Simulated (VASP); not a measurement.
# K (Im-3m) in VASP: further runs, part 2 of 2

VASP 6.6.1. The steps go on from the part before.

**3. Single point, LDA**

Input file INCAR:

```
PREC = Accurate ; ENCUT = 520
EDIFF = 1E-6 ; ISMEAR = 0
SIGMA = 0.15 ; LREAL = False
LASPH = True ; NELM = 60
ALGO = Normal ; ISIF = 2
LWAVE = False ; LCHARG = True
LELF = True ; LVHAR = True
NBANDS = 10
```

Input file KPOINTS:

```
Automatic mesh
0
Gamma
  14 14 14
```

Input file POSCAR:

```
K
1.0
   -2.6180000000      2.6180000000      2.6180000000
    2.6180000000     -2.6180000000      2.6180000000
    2.6180000000      2.6180000000     -2.6180000000
K
1
Direct
    0.0000000000      0.0000000000      0.0000000000
```

Potentials or basis: VASP PAW LDA potentials, release 64 (K_sv).

On the command line:

```bash
> cat potpaw_LDA.64/K_sv/POTCAR > POTCAR
> mpirun -np 1 vasp_std > vasp.out
```

OUTCAR:

```text
PREC = Accurate
   ENCUT = 520
   EDIFF = 1E-6
   ISMEAR = 0
   LREAL = False
   LASPH = True
   NELM = 60
   ISIF = 2

 ion  position               nearest neighbor table
   1  0.000  0.000  0.000-

  LATTYP: Found a body centered cubic cell.
 ALAT       =     5.2360000000

  Lattice vectors:

 A1 = (  -2.6180000000,   2.6180000000,   2.6180000000)
 A2 = (   2.6180000000,  -2.6180000000,   2.6180000000)
 A3 = (   2.6180000000,   2.6180000000,  -2.6180000000)

Analysis of symmetry for initial positions (statically):
=====================================================================
 Subroutine PRICEL returns:
 Original cell was already a primitive cell.

 Routine SETGRP: Setting up the symmetry group for a
 body centered cubic supercell.

 Subroutine GETGRP returns: Found 48 space group operations
 (whereof 48 operations were pure point group operations)
 out of a pool of 48 trial point group operations.

The static configuration has the point symmetry O_h .

Analysis of symmetry for dynamics (positions and initial velocities):
=====================================================================
 Subroutine PRICEL returns:
 Original cell was already a primitive cell.

 Routine SETGRP: Setting up the symmetry group for a
 body centered cubic supercell.

 Subroutine GETGRP returns: Found 48 space group operations
 (whereof 48 operations were pure point group operations)
 out of a pool of 48 trial point group operations.

The dynamic configuration has the point symmetry O_h .

 Subroutine INISYM returns: Found 48 space group operations
 (whereof 48 operations are pure point group operations),
 and found     1 'primitive' translations

----------------------------------------------------------------------------------------

                                     Primitive cell

  volume of cell :      71.7743

  direct lattice vectors                    reciprocal lattice vectors
    -2.618000000  2.618000000  2.618000000     0.000000000  0.190985485  0.190985485
[... 110 lines left out ...]
   LHFCALC =     F    Hartree Fock is set to
   AEXX    =    0.0000 exact exchange contribution
   IVDW    =     0    specifies the selected vdW correction
   LEPSILON=     F    determine dielectric tensor
   LRPA    =     F    only Hartree local field effects (RPA)
 non-spin polarized calculation
 Gauss-broadening in eV      SIGMA  =   0.15
  energy-cutoff  :      520.00
  volume of cell :       71.77
 maximum number of plane-waves:      1961
 NGX is ok and might be reduce to    36
   NGX = 17   NGY = 17   NGZ = 17

 number of electron       9.0000001 magnetization

 Free energy of the ion-electron system (eV)
  ---------------------------------------------------
  ext. energy  EPLUGINS =         0.00000000
  ---------------------------------------------------
  free energy    TOTEN  =        -1.15858922 eV

  energy without entropy =       -1.14992701  energy(sigma->0) =       -1.15425811

 E-fermi :  -0.2561     XC(G=0):  -5.9327

 val. band max:       -0.2765756906   @ k =   0.2857   0.2143   0.0000
 cond. band min:      -0.2378129666   @ k =   0.3571   0.0714   0.0714
 fundamental gap:      0.0387627239
 Fermi energy:        -0.2561092196

 k-point     1 :       0.0000    0.0000    0.0000
  band No.  band energies     occupation
      1     -32.0616      2.00000
      2     -15.7396      2.00000
      3     -15.7396      2.00000
      4     -15.7396      2.00000
      5      -2.4561      2.00000
      6       3.9242      0.00000
      7       3.9242      0.00000
      8       3.9242      0.00000
      9       4.8749      0.00000
     10       4.8749      0.00000
[... 287 lines left out ...]
 k-point    24 :       0.3571    0.2857    0.0000
  band No.  band energies     occupation
      1     -32.0561      2.00000
      2     -15.7981      2.00000
      3     -15.7864      2.00000
      4     -15.7490      2.00000
      5       0.8440      0.00000
      6       0.8852      0.00000
      7       1.5391      0.00000
      8       4.2246      0.00000
      9       4.9694      0.00000
     10       5.1058      0.00000

 [... further k-points ...]

------------------------ aborting loop because EDIFF is reached ----------------------------------------

  FORCE on cell =-STRESS in cart. coord.  units (eV):
  Direction    XX          YY          ZZ          XY          YZ          ZX
  --------------------------------------------------------------------------------------
  -------------------------------------------------------------------------------------
  Total       -0.1871441     -0.1871441     -0.1871441      0.0000000     -0.0000000      0.0000000
  in kB       -4.1775125     -4.1775125     -4.1775125      0.0000000     -0.0000000      0.0000000
  external PRESSURE =      -4.1775125 kB  Pullay stress =       0.0000000 kB

 VOLUME and BASIS-vectors are now :
 -----------------------------------------------------------------------------
  energy-cutoff  :      520.00
  volume of cell :       71.77
      direct lattice vectors                 reciprocal lattice vectors
    -2.618000000  2.618000000  2.618000000     0.000000000  0.190985485  0.190985485
     2.618000000 -2.618000000  2.618000000     0.190985485  0.000000000  0.190985485
     2.618000000  2.618000000 -2.618000000     0.190985485  0.190985485  0.000000000

 POSITION                                       TOTAL-FORCE (eV/Angst)
 -----------------------------------------------------------------------------------
      0.00000      0.00000      0.00000        -0.000000      0.000000     -0.000000
 -----------------------------------------------------------------------------------
    total drift:                               -0.000000      0.000000      0.000000

  FREE ENERGIE OF THE ION-ELECTRON SYSTEM (eV)
  ---------------------------------------------------
  free  energy   TOTEN  =        -1.1585892206 eV

  energy  without entropy=       -1.1499270052  energy(sigma->0) =       -1.15425811
```

stdout:

```text
POSCAR found type information on POSCAR K
 POSCAR found :  1 types and       1 ions
 scaLAPACK will be used
 LDA part: xc-table for (Slater(with rela. corr.)+CA(PZ))
 , standard interpolation
 POSCAR, INCAR and KPOINTS ok, starting setup
 FFT: planning ... GRIDC
 FFT: planning ... GRID_SOFT
 FFT: planning ... GRID
 WAVECAR not read
 entering main loop
```

Wall time 46 s (1 thread of Intel Xeon Platinum 8488C (Sapphire Rapids), shared host); peak memory 0.21 GiB.

Results:

```
Free energy            : -1.1586 eV
Pressure               : -0.4 GPa
Band gap on the k mesh : zero (an odd number of electrons rules out a gap without spin polarisation)
```
